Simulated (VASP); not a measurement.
Wanted: the native input for a VASP 6.6.1 run.

- Task: relaxation of cell and atoms
- Functional: LDA
- Potentials or basis: VASP PAW LDA potentials, release 64 (Ta_pv)
- Cutoff: 600 eV
- k mesh: 16 × 16 × 9
- Occupations: fermi-dirac, width 0.05 eV
- Spin: no spin polarisation
- Dipole correction: no
- Further INCAR settings: ALGO = Normal; EDIFF = 1e-07; IBRION = 2; EDIFFG = -0.005; NSW = 60; ISIF = 3

The structure of Ta lies in POSCAR:

```
Ta
1.0
    2.9079220272      0.0000000000      0.0000000000
   -1.4539610136      2.5183343478      0.0000000000
    0.0000000000      0.0000000000      4.7108336841
Ta
2
Direct
    0.3333333333      0.6666666667      0.2500000000
    0.6666666667      0.3333333333      0.7500000000
```

This isn't the form of Ta at room conditions, which is bcc.

The input as run:

INCAR

```
SYSTEM = Ta
PREC = Accurate
ENCUT = 600
EDIFF = 1E-7
ISMEAR = -1
SIGMA = 0.05
LREAL = .FALSE.
LASPH = .TRUE.
NELM = 60
ALGO = Normal
ISIF = 3
LWAVE = .FALSE.
LCHARG = .FALSE.
IBRION = 2
NSW = 60
EDIFFG = -0.005
```

KPOINTS

```
regular mesh
0
G
  16 16 9
  0 0 0
```

Potentials or basis: VASP PAW LDA potentials, release 64 (Ta_pv).

Run with:

```sh
$ cat potpaw_LDA.64/Ta_pv/POTCAR > POTCAR
$ mpirun -np 1 vasp_std > vasp.out
```

Results of the run:

```
Relaxed volume                        : 17.73 Å³/atom
Relaxed cell                          : a = 2.842 Å, b = 2.842 Å, c = 5.071 Å, α = 90.00°, β = 90.00°, γ = 120.00°
Space group after relaxing (to 0.1 Å) : P6_3/mmc (No. 194)
Energy gained by relaxing             : 64.0 meV/atom
Ionic steps                           : 7
Pressure after relaxing               : 0.0 GPa
Band gap on the k mesh                : zero (bands 11 and 12 overlap by 2.19 eV)
```

Caveat: spin-orbit coupling is left out, which moves the levels of the heavy elements.

Wall time 13 min on 1 thread of AMD EPYC 7R13, on a shared host, peak memory 0.19 GiB.
